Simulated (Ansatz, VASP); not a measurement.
## AgCl: VASP beside Ansatz

```
CELL_PARAMETERS angstrom
0.00000 2.77317 2.77317
2.77317 0.00000 2.77317
2.77317 2.77317 0.00000
ATOMIC_POSITIONS crystal
Ag 0.00000 0.00000 0.00000
Cl 0.50000 0.50000 0.50000
```

Alike in both runs: task single point; functional PBEsol; k mesh 6 × 6 × 6; no spin polarisation.

|  | VASP | Ansatz |
| --- | --- | --- |
| version | VASP 6.6.1 | Ansatz 0.2.0 |
| potentials or method | VASP PAW PBE potentials, release 64 (Ag, Cl) | plane waves, PAW |
| plane-wave cutoff (eV) | 520 | 420 |
| occupations | gaussian, width 0.01 eV | fixed |
| valence electrons in the cell | 18 | 26 |

Ansatz gave:

- gap on the k mesh at the Fermi level (eV): 0.73
- pressure (GPa): -2.6

Question: Which values does VASP return?

Answer: gap on the k mesh at the Fermi level (eV): 0.73; pressure (GPa): -2.7.

VASP's potentials were made for PBE, not for PBEsol. VASP's potentials hold 18 valence electrons a cell and Ansatz's 26, so a difference there can come from the potentials and not from the codes.
